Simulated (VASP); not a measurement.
**AlN: relaxation of cell and atoms with LDA**

Crystal: AlN.

```
CELL_PARAMETERS angstrom
0.00000 2.17115 2.17115
2.17115 0.00000 2.17115
2.17115 2.17115 0.00000
ATOMIC_POSITIONS crystal
Al 0.00000 0.00000 0.00000
N 0.25000 0.25000 0.25000
```

| Property | Result |
| --- | --- |
| Program | VASP 6.6.1 |
| Task | relaxation of cell and atoms |
| Functional | LDA |
| Potentials or basis | VASP PAW LDA potentials, release 64 (Al, N) |
| Cutoff | 600 eV |
| k mesh | 10 × 10 × 10 |
| Occupations | gaussian, width 0.01 eV |
| Spin | no spin polarisation |
| Target pressure | 10 GPa |
| Dipole correction | no |
| Further INCAR settings | ALGO = Normal; EDIFF = 1e-06; IBRION = 2; EDIFFG = -0.002; NSW = 100; ISIF = 3 |

```json
{
 "Relaxed volume": "9.82 Å³/atom",
 "Relaxed cell": "a = 3.029 Å, b = 3.029 Å, c = 3.029 Å, α = 60.00°, β = 60.00°, γ = 60.00°",
 "Space group after relaxing (to 0.05 Å)": "F-43m (No. 216)",
 "Energy change on relaxing (the enthalpy is what falls)": "+13.1 meV/atom",
 "Ionic steps": "6",
 "Pressure after relaxing": "10.0 GPa",
 "Band gap on the k mesh": "3.25 eV, indirect (least direct gap 4.77 eV)"
}
```

Step by step:
| step | energy change (eV) | largest force (eV/Å) | pressure (GPa) | volume (Å³) |
| --- | --- | --- | --- | --- |
| 1 | 0.0000 | 0.0000 | 0.56 | 20.47 |
| 2 | 0.1188 | 0.0000 | 23.00 | 18.73 |
| 3 | 0.0258 | 0.0000 | 9.89 | 19.65 |
| 4 | 0.0268 | 0.0000 | 10.11 | 19.64 |
| 5 | 0.0257 | 0.0000 | 9.90 | 19.66 |
| 6 | 0.0262 | 0.0000 | 10.00 | 19.65 |

Final structure:
```
Al N
1.0
     0.00000    2.14170    2.14170
     2.14170    0.00000    2.14170
     2.14170    2.14170    0.00000
Al N
1 1
Cartesian
  0.0000 0.0000 0.0000
  1.0709 1.0709 1.0709
```

Levels at points of the mesh, in eV from the valence-band top:
```csv
k point,band 1,band 2,band 3,band 4,band 5,band 6,band 7,band 8
"(0.00, 0.00, 0.00)",-15.17,0.00,0.00,0.00,4.77,12.92,12.92,12.92
"(0.50, 0.00, 0.00)",-12.87,-6.16,-0.49,-0.49,7.81,10.17,11.33,11.33
"(0.50, 0.50, 0.00)",-12.15,-5.14,-1.85,-1.85,3.25,8.76,14.56,16.22
```

Wall time 57 s on 1 thread of AMD EPYC 7R13 (shared host), peak memory 0.11 GiB.

Caveat: the cell is relaxed towards a set pressure, so the enthalpy falls and the energy may rise. A k mesh can miss the band edges.
